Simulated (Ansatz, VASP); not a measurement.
Two plane-wave programs on Ta

The input INCAR:

```
PREC     = Accurate       # precision mode
ENCUT    = 520            # plane-wave cutoff, eV
EDIFF    = 1E-7           # SCF threshold, eV
ISMEAR   = 0              # smearing method
SIGMA    = 0.15           # smearing width, eV
LREAL    = F              # projectors in reciprocal space
LASPH    = T              # aspherical terms in the spheres
NELM     = 80             # most SCF steps
ALGO     = Fast           # electronic algorithm
ISIF     = 2              # what is computed and relaxed
LWAVE    = F              # write WAVECAR
LCHARG   = F              # write CHGCAR
GGA      = PS             # functional
NBANDS   = 12             # bands
```

KPOINTS

```
regular mesh
0
Gamma
  20 20 20
```

File POSCAR:

```
Ta
1.0
   -1.6368313000      1.6512800000      1.6368313000
    1.6657287000     -1.6512800000      1.6657287000
    1.6368313000      1.6512800000     -1.6368313000
Ta
1
Direct
    0.0000000000      0.0000000000      0.0000000000
```

Input for Ansatz:

```yaml
crystal:
  lattice:
    - [-1.6368313, 1.65128, 1.6368313]
    - [1.6657287, -1.65128, 1.6657287]
    - [1.6368313, 1.65128, -1.6368313]
  atoms:
    - { symbol: Ta, position: [0.0, 0.0, 0.0] }
basis:
  ecutwfc: 420
kpoints:
  mp_grid: { grid: [20, 20, 20] }
hamiltonian:
  xc: pbesol
scf:
  occupations: { method: gaussian, width: 0.15 }
output:
  forces: true
  stress: true
  eigenvalues: true
```

Change from the starting cell: strain +0.0175 x Voigt [0, 0, 0, 0, 1, 0], atoms carried along.

Alike in both runs: task single point; functional PBEsol; k mesh 20 × 20 × 20; occupations gaussian, width 0.15 eV; no spin polarisation.

```csv
,VASP,Ansatz
version,VASP 6.6.1,Ansatz 0.2.0
potentials or method,"VASP PAW PBE potentials, release 64 (Ta_pv), cutoff 520 eV","scalar-relativistic, plane waves, PAW"
valence electrons in the cell,11,13
```

|  | VASP | Ansatz | Ansatz less VASP |
| --- | --- | --- | --- |
| gap on the k mesh at the Fermi level (eV) | none | none | - |
| pressure (GPa) | -3.6 | -3.7 | -0.17 |
| traceless stress, the component that is largest in VASP (GPa) | -1.34 | -1.34 | +0.007 |

VASP's potentials were made for PBE, not for PBEsol. A gap of «none» marks a metal or a gap that the smearing closes. VASP's potentials hold 11 valence electrons a cell and Ansatz's 13, so a difference there can come from the potentials and not from the codes.

Spin-orbit coupling is off throughout.
